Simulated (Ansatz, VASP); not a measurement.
## Two plane-wave programs on Y2TaN3

Contents of INCAR:

```
SYSTEM = Y2TaN3
PREC = Accurate ; ENCUT = 520
EDIFF = 1E-6 ; ISMEAR = 0
SIGMA = 0.1 ; LREAL = .FALSE.
LASPH = .TRUE. ; NELM = 150
ALGO = Normal ; ISIF = 2
LWAVE = .FALSE. ; LCHARG = .FALSE.
ISPIN = 2 ; MAGMOM = 0 0 1 0 0 0
LORBIT = 11 ; LMAXMIX = 4
GGA = PE ; NBANDS = 37
```

Contents of KPOINTS:

```
Automatic mesh
0
G
  6 6 2
  0 0 0
```

POSCAR

```
Y2TaN3
1.0
    3.3194638000      0.0000000000      0.0000000000
   -1.6597319000      2.8747399000      0.0000000000
    0.0000000000      0.0000000000      8.1831236000
Y Ta N
2 1 3
Direct
    0.3333333000      0.6666667000      0.6744400000
    0.6666667000      0.3333333000      0.3255600000
    0.0000000000      0.0000000000      0.0000000000
    0.0000000000      0.0000000000      0.5000000000
    0.3333333000      0.6666667000      0.1418670000
    0.6666667000      0.3333333000      0.8581330000
```

Input for Ansatz:

```yaml
crystal:
  lattice:
    - [3.3194638, 0.0, 0.0]
    - [-1.6597319, 2.8747399, 0.0]
    - [0.0, 0.0, 8.1831236]
  atoms:
    - { symbol: "Y", position: [0.3333333, 0.6666667, 0.67444] }
    - { symbol: "Y", position: [0.6666667, 0.3333333, 0.32556] }
    - { symbol: Ta, position: [0.0, 0.0, 0.0], spin: 1.0 }
    - { symbol: "N", position: [0.0, 0.0, 0.5] }
    - { symbol: "N", position: [0.3333333, 0.6666667, 0.141867] }
    - { symbol: "N", position: [0.6666667, 0.3333333, 0.858133] }
basis:
  ecutwfc: 420
kpoints:
  mp_grid: { grid: [6, 6, 2] }
hamiltonian:
  xc: pbe
scf:
  occupations: { method: gaussian, width: 0.1 }
  lower_state_search: "off"
output:
  forces: true
  stress: true
  eigenvalues: true
  populations: true
magnetization:
  spin_polarized: true
```

Change from the starting cell: relaxed end of: species swapped into the Zr3HC2 type (P-3m1, No. 164).

Alike in both runs: task single point; functional PBE; k mesh 6 × 6 × 2; occupations gaussian, width 0.1 eV; collinear spin.

|  | VASP | Ansatz |
| --- | --- | --- |
| version | VASP 6.6.1 | Ansatz 0.2.0 |
| potentials or method | VASP PAW PBE potentials, release 64 (Y_sv, Ta_pv, N), cutoff 520 eV | scalar-relativistic, plane waves, PAW |
| valence electrons in the cell | 48 | 50 |

```tsv
	VASP	Ansatz	Ansatz less VASP
gap on the k mesh at the Fermi level (eV)	none	none	-
pressure (GPa)	-0.1	-0.1	+0.01
traceless stress, the component that is largest in VASP (GPa)	0.86	0.92	+0.053
rms of the force components (eV/Å)	0.057	0.055	-0.0018
net moment per atom (μB)	0.00	0.00	0.000
```

Atom by atom the forces differ by 0.011 eV/Å (rms over components). A gap of «none» marks a metal or a gap that the smearing closes. With one functional, cell and mesh, what is left measures potentials, basis and numerics. VASP's potentials hold 48 valence electrons a cell and Ansatz's 50, so a difference there can come from the potentials and not from the codes. Ansatz's warnings: seeded moment not kept.

The k mesh is coarse, so the values compare programs but aren't converged. Spin-orbit coupling is off throughout.
